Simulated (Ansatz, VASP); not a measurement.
# One calculation of SiC5, two programs

```xyz
6
Lattice="4.6500 0.0000 0.0000 -2.3250 4.0270 0.0000 0.0000 0.0000 4.2543" Properties=species:S:1:pos:R:3 pbc="T T T"
Si    0.0000    0.0000    0.0000
C    -1.4418    2.4973    0.0000
C     2.8836    0.0000    0.0000
C     0.8832    1.5297    0.0000
C     0.0000    2.6847    0.0000
C     2.3250    1.3423    0.0000
```

Alike in both runs: task single point; functional PBE; k mesh 6 × 6 × 4; occupations gaussian, width 0.1 eV; collinear spin.

|  | VASP | Ansatz |
| --- | --- | --- |
| version | VASP 6.6.1 | Ansatz 0.2.0 |
| potentials or method | VASP PAW PBE potentials, release 64 (Si, C), cutoff 520 eV | scalar-relativistic, plane waves, PAW |
| valence electrons in the cell | 24 | 24 |

Ansatz gave:

| Quantity | Value |
| --- | --- |
| gap on the k mesh at the Fermi level (eV) | none |
| pressure (GPa) | 0.1 |
| traceless stress, the component that is largest in VASP (GPa) | 0.17 |
| rms of the force components (eV/Å) | 0.002 |
| net moment per atom (μB) | 0.00 |

Question: Estimate VASP's values.

Answer: gap on the k mesh at the Fermi level (eV): none; pressure (GPa): 0.2; traceless stress, the component that is largest in VASP (GPa): -0.03; rms of the force components (eV/Å): 0.010; net moment per atom (μB): 0.00.

Atom by atom the forces differ by 0.012 eV/Å (rms over components). A gap of «none» marks a metal or a gap that the smearing closes. With one functional, cell and mesh, what is left measures potentials, basis and numerics. Ansatz's warnings: seeded moment not kept.

The k mesh is coarse, so the values compare programs but aren't converged.
